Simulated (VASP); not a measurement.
Set up this calculation in VASP 6.6.1, as the native input.

```
Task                   : single point
Functional             : LDA
Potentials or basis    : VASP PAW LDA potentials, release 64 (Mn_pv, O)
Cutoff                 : 520 eV
k mesh                 : 11 × 11 × 6
Occupations            : fermi-dirac, width 0.03 eV
Spin                   : no spin polarisation
Dipole correction      : no
Further INCAR settings : ALGO = Normal; EDIFF = 1e-06; NBANDS = 20
```

The structure of MnO2 lies in POSCAR:

```
MnO2
1.0
    2.8565781804      0.0000000000      0.0000000000
   -1.4282890902      2.4738692722      0.0000000000
    0.0000000000      0.0000000000      4.6013740589
Mn O
1 2
Direct
    0.0000000000      0.0000000000      0.5000000000
    0.6666666667      0.3333333333      0.2937074300
    0.3333333333      0.6666666667      0.7062925700
```

One way to write it, as run:

INCAR

```
SYSTEM = MnO2
PREC = Accurate
ENCUT = 520
EDIFF = 1E-6
ISMEAR = -1
SIGMA = 0.03
LREAL = .False.
LASPH = .True.
NELM = 80
ALGO = Normal
ISIF = 2
LWAVE = .False.
LCHARG = .False.
GGA = CA
NBANDS = 20
```

KPOINTS

```
regular mesh
0
Gamma
  11 11 6
  0 0 0
```

Potentials or basis: VASP PAW LDA potentials, release 64 (Mn_pv, O).

The run is started by

```sh
$ cat potpaw_LDA.64/Mn_pv/POTCAR potpaw_LDA.64/O/POTCAR > POTCAR
$ mpirun -np 1 vasp_std > vasp.out
```

It gave:

```json
{
  "Pressure": "-17.3 GPa",
  "Largest force": "0.842 eV/Å",
  "Band gap on the k mesh": "zero (an odd number of electrons rules out a gap without spin polarisation)"
}
```

Caveat: the cell stands under tension; an odd number of electrons without spin polarisation forces a metal; a magnetic or distorted state may lie lower; the run has no spin polarisation, though such a crystal can be magnetic; semilocal functionals often make such compounds metallic where correlation or magnetic order opens a gap, which also shifts bond lengths.

Run time: 46 s on 1 thread of AMD EPYC 7R13 Processor (Zen 3) (shared host), peak memory 0.14 GiB.
